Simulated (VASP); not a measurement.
# BP (F-43m) in VASP: notebook

BP is run at these levels: r2SCAN; tasks: single point.

All numbers are computed with VASP 6.6.1; they aren't measurements. Logs are shortened: lines on timing, memory, paths and dates and some standing lists are left out, and cuts for length are marked.

**1. The cell of the first run**

The structure is cubic, space group F-43m (No. 216). The conventional cell has a = 4.444 Å, b = 4.444 Å, c = 4.444 Å, α = 90.00°, β = 90.00°, γ = 90.00°. B (site symmetry -43m) has 4 P at 1.92 Å within 2.6 Å. Within 2.6 Å of P (site symmetry -43m) lie 4 B at 1.92 Å.

**2. Single point, r2SCAN (volume changed by -6%)**

POSCAR

```
BP
1.0
    0.0000000000      2.2220103300      2.2220103300
    2.2220103300      0.0000000000      2.2220103300
    2.2220103300      2.2220103300      0.0000000000
B P
1 1
Direct
    0.0000000000      0.0000000000      0.0000000000
    0.2500000000      0.2500000000      0.2500000000
```

INCAR.step1

```
SYSTEM = BP
  PREC = Accurate
  ENCUT = 550
  ISMEAR = 0
  SIGMA = 0.01
  LREAL = .False.
  LASPH = .True.
  NELM = 120
  NBANDS = 11
  GGA = PE
  ALGO = Normal
  EDIFF = 1E-5
  LWAVE = .True.
  LCHARG = .False.
  GGA_COMPAT = .False.
```

INCAR.step2

```
SYSTEM = BP
  PREC = Accurate
  ENCUT = 550
  EDIFF = 1E-6
  ISMEAR = 0
  SIGMA = 0.01
  LREAL = .False.
  LASPH = .True.
  NELM = 120
  ALGO = Normal
  ISIF = 2
  LWAVE = .False.
  LCHARG = .False.
  METAGGA = R2SCAN
  LMIXTAU = .True.
  NBANDS = 11
  ISTART = 1
  GGA_COMPAT = .False.
```

KPOINTS

```
regular mesh
0
Gamma
  8 8 8
  0 0 0
```

Potentials or basis: VASP PAW PBE potentials, release 64 (B, P).

Run with:

```
$ cat potpaw_PBE.64/B/POTCAR potpaw_PBE.64/P/POTCAR > POTCAR
$ cp INCAR.step1 INCAR
$ mpirun -np 1 vasp_std > vasp.out
$ cp INCAR.step2 INCAR
$ mpirun -np 1 vasp_std > vasp.out
```

OUTCAR:

```text
SYSTEM = BP
   PREC = Accurate
   ENCUT = 550
   EDIFF = 1E-6
   ISMEAR = 0
   LREAL = .False.
   LASPH = .True.
   NELM = 120
   ISIF = 2
   METAGGA = R2SCAN
   ISTART = 1

 ion  position               nearest neighbor table
   1  0.000  0.000  0.000-   2 1.92   2 1.92   2 1.92   2 1.92
   2  0.250  0.250  0.250-   1 1.92   1 1.92   1 1.92   1 1.92

  LATTYP: Found a face centered cubic cell.
 ALAT       =     4.4440206600

  Lattice vectors:

 A1 = (   0.0000000000,   2.2220103300,   2.2220103300)
 A2 = (   2.2220103300,   0.0000000000,   2.2220103300)
 A3 = (   2.2220103300,   2.2220103300,   0.0000000000)

Analysis of symmetry for initial positions (statically):
=====================================================================
 Subroutine PRICEL returns:
 Original cell was already a primitive cell.

 Routine SETGRP: Setting up the symmetry group for a
 face centered cubic supercell.

 Subroutine GETGRP returns: Found 24 space group operations
 (whereof 24 operations were pure point group operations)
 out of a pool of 48 trial point group operations.

The static configuration has the point symmetry T_d .

Analysis of symmetry for dynamics (positions and initial velocities):
=====================================================================
 Subroutine PRICEL returns:
 Original cell was already a primitive cell.

 Routine SETGRP: Setting up the symmetry group for a
 face centered cubic supercell.

 Subroutine GETGRP returns: Found 24 space group operations
 (whereof 24 operations were pure point group operations)
 out of a pool of 48 trial point group operations.

The dynamic configuration has the point symmetry T_d .

 Subroutine INISYM returns: Found 24 space group operations
 (whereof 24 operations are pure point group operations),
 and found     1 'primitive' translations

----------------------------------------------------------------------------------------

                                     Primitive cell

  volume of cell :      21.9416

  direct lattice vectors                    reciprocal lattice vectors
     0.000000000  2.222010330  2.222010330    -0.225021456  0.225021456  0.225021456
     2.222010330  0.000000000  2.222010330     0.225021456 -0.225021456  0.225021456
     2.222010330  2.222010330  0.000000000     0.225021456  0.225021456 -0.225021456

  length of vectors
     3.142397144  3.142397144  3.142397144     0.389748595  0.389748595  0.389748595

  position of ions in fractional coordinates (direct lattice)
     0.000000000  0.000000000  0.000000000
     0.250000000  0.250000000  0.250000000

  ion indices of the primitive-cell ions
   primitive index   ion index
                 1           1
                 2           2

----------------------------------------------------------------------------------------

 KPOINTS: regular mesh

Automatic generation of k-mesh.
 Grid dimensions read from file:
 generate k-points for:    8    8    8

 Generating k-lattice:

  Cartesian coordinates                     Fractional coordinates (reciprocal lattice)
    -0.028127682  0.028127682  0.028127682     0.125000000  0.000000000  0.000000000
     0.028127682 -0.028127682  0.028127682     0.000000000  0.125000000  0.000000000
     0.028127682  0.028127682 -0.028127682     0.000000000  0.000000000  0.125000000

  Length of vectors
     0.048718574  0.048718574  0.048718574

  Shift w.r.t. Gamma in fractional coordinates (k-lattice)
     0.000000000  0.000000000  0.000000000

 Subroutine IBZKPT returns following result:
 ===========================================

 Found     29 irreducible k-points:

 Following reciprocal coordinates:
            Coordinates               Weight
  0.000000  0.000000  0.000000      1.000000
  0.125000  0.000000  0.000000      8.000000
  0.250000  0.000000  0.000000      8.000000
  0.375000  0.000000  0.000000      8.000000
  0.500000  0.000000  0.000000      4.000000
  0.125000  0.125000  0.000000      6.000000
[... 16 lines left out ...]
  0.500000  0.250000  0.125000     48.000000
 -0.375000  0.250000  0.125000     24.000000
 [... further k-points ...]
   k-points           NKPTS =     29   k-points in BZ     NKDIM =     29   number of bands    NBANDS=     11
   number of dos      NEDOS =    301   number of ions     NIONS =      2
   total plane-waves  NPLWV =  13824
   dimension x,y,z NGX =    24 NGY =   24 NGZ =   24
   dimension x,y,z NGXF=    48 NGYF=   48 NGZF=   48
   ions per type =               1   1
   NGX,Y,Z   is equivalent  to a cutoff of  12.70, 12.70, 12.70 a.u.
   NGXF,Y,Z  is equivalent  to a cutoff of  25.39, 25.39, 25.39 a.u.
 SYSTEM =  BP
   PREC   = accura    normal or accurate (medium, high low for compatibility)
   ISTART =      1    job   : 0-new  1-cont  2-samecut
   ICHARG =      0    charge: 1-file 2-atom 10-const
   ISPIN  =      1    spin polarized calculation?
   LNONCOLLINEAR =      F non collinear calculations
   LSORBIT =      F    spin-orbit coupling
   LASPH  =      T    aspherical Exc in radial PAW
   ENCUT  =  550.0 eV  40.42 Ry    6.36 a.u.   6.01  6.01  6.01*2*pi/ulx,y,z
   NELM   =    120;   NELMIN=  2; NELMDL=  0     # of ELM steps
   EDIFF  = 0.1E-05   stopping-criterion for ELM
   LREAL  =      F    real-space projection
   EDIFFG = 0.1E-04   stopping-criterion for IOM
   NSW    =      0    number of steps for IOM
   IBRION =     -1    ionic relax: 0-MD 1-quasi-New 2-CG
   NFREE  =      0    steps in history (QN), initial steepest desc. (CG)
   ISIF   =      2    stress and relaxation
   ISYM   =      2    0-nonsym 1-usesym 2-fastsym
   POTIM  = 0.5000    time-step for ionic-motion
   TEBEG  =    0.0;   TEEND  =   0.0 temperature during run
   PSTRESS=    0.0 pullay stress
   NELECT =       8.0000    total number of electrons
   NUPDOWN=      -1.0000    fix difference up-down
   EMIN   =  10.00;   EMAX   =-10.00  energy-range for DOS
   EFERMI =   0.00;   METHOD = LEGACY
   ISMEAR =     0;   SIGMA  =   0.01  broadening in eV -4-tet -1-fermi 0-gaus
   EFERMI_NEDOS =   21; number of points for ismear=-14 and -15
   IALGO  =     38    algorithm
   IMIX   =      4    mixing-type and parameters
     AMIX     =   0.40;   BMIX     =  1.00
     AMIX_MAG =   1.60;   BMIX_MAG =  1.00
  volume/ion in A,a.u.               =      10.97        74.03
  Fermi-wavevector in a.u.,A,eV,Ry     =   1.169541  2.210112 18.610402  1.367826
  Thomas-Fermi vector in A             =   2.306012
   LORBIT       =      0    0 simple, 1 ext, 2 COOP (PROOUT), +10 PAW based schemes
   METAGGA = R2SCAN    functional components
   LHFCALC =     F    Hartree Fock is set to
   AEXX    =    0.0000 exact exchange contribution
   IVDW    =     0    specifies the selected vdW correction
   LEPSILON=     F    determine dielectric tensor
   LRPA    =     F    only Hartree local field effects (RPA)
 non-spin polarized calculation
 Gauss-broadening in eV      SIGMA  =   0.01
  energy-cutoff  :      550.00
  volume of cell :       21.94
 maximum number of plane-waves:       660
   NGX = 13   NGY = 13   NGZ = 13

 number of electron       8.0000000 magnetization

 Free energy of the ion-electron system (eV)
  ---------------------------------------------------
  ext. energy  EPLUGINS =         0.00000000
  ---------------------------------------------------
  free energy    TOTEN  =       -17.26526720 eV

  energy without entropy =      -17.26526720  energy(sigma->0) =      -17.26526720

 E-fermi :   8.2036     XC(G=0): -11.7872

 val. band max:        8.1531507461   @ k =   0.0000   0.0000   0.0000
 cond. band min:       9.5547668483   @ k =   0.3750   0.3750   0.0000
 fundamental gap:      1.4016161022
 Fermi energy:         8.2036291114

 k-point     1 :       0.0000    0.0000    0.0000
  band No.  band energies     occupation
      1      -8.6970      2.00000
      2       8.1531      2.00000
      3       8.1531      2.00000
      4       8.1532      2.00000
      5      11.8974      0.00000
      6      11.8974      0.00000
      7      11.8974      0.00000
      8      17.1900      0.00000
      9      20.9809      0.00000
     10      20.9809      0.00000
     11      21.0551      0.00000

 k-point     2 :       0.1250    0.0000    0.0000
  band No.  band energies     occupation
      1      -8.3863      2.00000
      2       6.1312      2.00000
      3       7.6766      2.00000
      4       7.6767      2.00000
      5      12.5603      0.00000
      6      12.5603      0.00000
      7      12.5957      0.00000
      8      17.9034      0.00000
      9      20.0312      0.00000
     10      20.0312      0.00000
     11      21.9695      0.00000

 k-point     3 :       0.2500    0.0000    0.0000
  band No.  band energies     occupation
      1      -7.4724      2.00000
      2       2.8532      2.00000
      3       6.9146      2.00000
      4       6.9146      2.00000
      5      12.8351      0.00000
      6      13.3829      0.00000
      7      13.3829      0.00000
      8      19.1511      0.00000
      9      19.8133      0.00000
     10      19.8133      0.00000
     11      22.6765      0.00000

 k-point     4 :       0.3750    0.0000    0.0000
  band No.  band energies     occupation
      1      -6.0601      2.00000
      2      -0.1592      2.00000
      3       6.3895      2.00000
      4       6.3895      2.00000
      5      12.7476      0.00000
      6      13.3683      0.00000
      7      13.3683      0.00000
      8      19.4281      0.00000
      9      21.7574      0.00000
     10      21.7574      0.00000
     11      23.6660      0.00000
[... 239 lines left out ...]
 k-point    22 :       0.3750    0.2500    0.1250
  band No.  band energies     occupation
      1      -6.6689      2.00000
      2       2.8136      2.00000
      3       3.9364      2.00000
      4       5.9718      2.00000
      5      11.9826      0.00000
      6      14.6779      0.00000
      7      15.1227      0.00000
      8      16.5423      0.00000
      9      20.8856      0.00000
     10      23.4404      0.00000
     11      25.6449      0.00000

 k-point    23 :       0.5000    0.2500    0.1250
  band No.  band energies     occupation
      1      -5.2857      2.00000
      2       0.3833      2.00000
      3       3.2556      2.00000
      4       5.1002      2.00000
      5      12.6515      0.00000
      6      14.2091      0.00000
      7      16.3089      0.00000
      8      17.4106      0.00000
      9      21.9248      0.00000
     10      22.8068      0.00000
     11      26.8698      0.00000

 k-point    24 :      -0.3750    0.2500    0.1250
  band No.  band energies     occupation
      1      -4.2076      2.00000
      2      -1.1680      2.00000
      3       3.1854      2.00000
      4       4.6796      2.00000
      5      12.7155      0.00000
      6      13.9417      0.00000
      7      17.4724      0.00000
      8      19.0738      0.00000
      9      19.5747      0.00000
     10      23.9134      0.00000
     11      26.5171      0.00000

 [... further k-points ...]
[... 5 lines left out ...]
  --------------------------------------------------------------------------------------
  -------------------------------------------------------------------------------------
  Total        1.5320733      1.5320733      1.5320733     -0.0000000      0.0000000     -0.0000000
  in kB      111.8721279    111.8721279    111.8721279     -0.0000000      0.0000000     -0.0000000
  external PRESSURE =     111.8721279 kB  Pullay stress =       0.0000000 kB

 VOLUME and BASIS-vectors are now :
 -----------------------------------------------------------------------------
  energy-cutoff  :      550.00
  volume of cell :       21.94
      direct lattice vectors                 reciprocal lattice vectors
     0.000000000  2.222010330  2.222010330    -0.225021456  0.225021456  0.225021456
     2.222010330  0.000000000  2.222010330     0.225021456 -0.225021456  0.225021456
     2.222010330  2.222010330  0.000000000     0.225021456  0.225021456 -0.225021456

 POSITION                                       TOTAL-FORCE (eV/Angst)
 -----------------------------------------------------------------------------------
      0.00000      0.00000      0.00000         0.000000      0.000000      0.000000
      1.11101      1.11101      1.11101        -0.000000     -0.000000     -0.000000
 -----------------------------------------------------------------------------------
    total drift:                                0.000000      0.000000      0.000000

  FREE ENERGIE OF THE ION-ELECTRON SYSTEM (eV)
  ---------------------------------------------------
  free  energy   TOTEN  =       -17.2652672002 eV

  energy  without entropy=      -17.2652672002  energy(sigma->0) =      -17.26526720
```

Run time: 32 s. Hardware: 1 thread of AMD EPYC 7R43 (Zen 3), shared host; peak memory 0.11 GiB.

Results:

- Free energy: -17.2653 eV
- Pressure: 11.2 GPa
- Band gap on the k mesh: 1.40 eV, indirect (least direct gap 3.74 eV)

Caveat: the PAW data sets were made with another functional, which shifts forces and pressure a little. A k mesh can miss the band edges.

**3. Single point, r2SCAN (volume changed by -3%)**

POSCAR

```
BP
1.0
    0.0000000000      2.2454016314      2.2454016314
    2.2454016314      0.0000000000      2.2454016314
    2.2454016314      2.2454016314      0.0000000000
B P
1 1
Direct
    0.0000000000      0.0000000000      0.0000000000
    0.2500000000      0.2500000000      0.2500000000
```

INCAR.step1

```
PREC = Accurate
ENCUT = 550
ISMEAR = 0
SIGMA = 0.01
LREAL = F
LASPH = T
NELM = 120
NBANDS = 11
GGA = PE
ALGO = Normal
EDIFF = 1E-5
LWAVE = T
LCHARG = F
GGA_COMPAT = F
```

INCAR.step2

```
PREC = Accurate
ENCUT = 550
EDIFF = 1E-6
ISMEAR = 0
SIGMA = 0.01
LREAL = F
LASPH = T
NELM = 120
ALGO = Normal
ISIF = 2
LWAVE = F
LCHARG = F
METAGGA = R2SCAN
LMIXTAU = T
NBANDS = 11
ISTART = 1
GGA_COMPAT = F
```

KPOINTS

```
Automatic mesh
0
Gamma
  8 8 8
```

Potentials or basis: VASP PAW PBE potentials, release 64 (B, P).

Run with:

```
$ cat potpaw_PBE.64/B/POTCAR potpaw_PBE.64/P/POTCAR > POTCAR
$ cp INCAR.step1 INCAR
$ mpirun -np 1 vasp_std > vasp.out
$ cp INCAR.step2 INCAR
$ mpirun -np 1 vasp_std > vasp.out
```

Run time: 34 s. Hardware: 1 thread of AMD EPYC 7R43 (Zen 3), shared host; peak memory 0.1 GiB.

The run converged. Its results:

- Free energy: -17.3007 eV
- Pressure: 4.9 GPa
- Band gap on the k mesh: 1.44 eV, indirect (least direct gap 3.69 eV)

Levels at points of the mesh, in eV from the valence-band top:
```
           k point  band 1  band 2  band 3  band 4  band 5  band 6  band 7  band 8  band 9
(0.00, 0.00, 0.00)  -16.55    0.00    0.00    0.00    3.69    3.69    3.69    8.52   12.65
(0.50, 0.00, 0.00)  -12.93   -9.73   -1.90   -1.90    4.34    5.05    5.05   11.04   15.70
(0.50, 0.50, 0.00)  -11.22   -9.30   -4.46   -4.46    1.48    1.88   13.37   13.37   16.81
```

Caveat: the PAW data sets were made with another functional, which shifts forces and pressure a little. A k mesh can miss the band edges.
